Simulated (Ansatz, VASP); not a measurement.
# One calculation of Sn3GeP, two programs

```xyz
5
Lattice="5.3369 0.0000 0.0000 0.0000 5.3369 0.0000 0.0000 0.0000 5.3369" Properties=species:S:1:pos:R:3 pbc="T T T"
Sn    0.0000    2.6685    2.6685
Sn    2.6685    0.0000    2.6685
Sn    2.6685    2.6685    0.0000
Ge    2.6685    2.6685    2.6685
P     0.0000    0.0000    0.0000
```

Alike in both runs: functional PBE; k mesh 3 × 3 × 3; occupations gaussian, width 0.2 eV; no spin polarisation.

Ansatz relaxed the structure, and its values are those at the end. VASP's run is a single point on that final structure, the one shown.

|  | VASP | Ansatz |
| --- | --- | --- |
| version | VASP 6.6.1 | Ansatz 0.2.0 |
| potentials or method | VASP PAW PBE potentials, release 64 (Sn_d, Ge_d, P), cutoff 520 eV | scalar-relativistic, plane waves, PAW |
| valence electrons in the cell | 61 | 61 |

Ansatz gave:

* gap on the k mesh at the Fermi level (eV): none
* pressure (GPa): 0.8

**Question.** What did VASP give for the same quantities?

**Answer.** gap on the k mesh at the Fermi level (eV): none; pressure (GPa): 0.7.

A gap of «none» marks a metal or a gap that the smearing closes. With one functional, cell and mesh, what is left measures potentials, basis and numerics.

The k mesh is coarse, so the values compare programs but aren't converged.
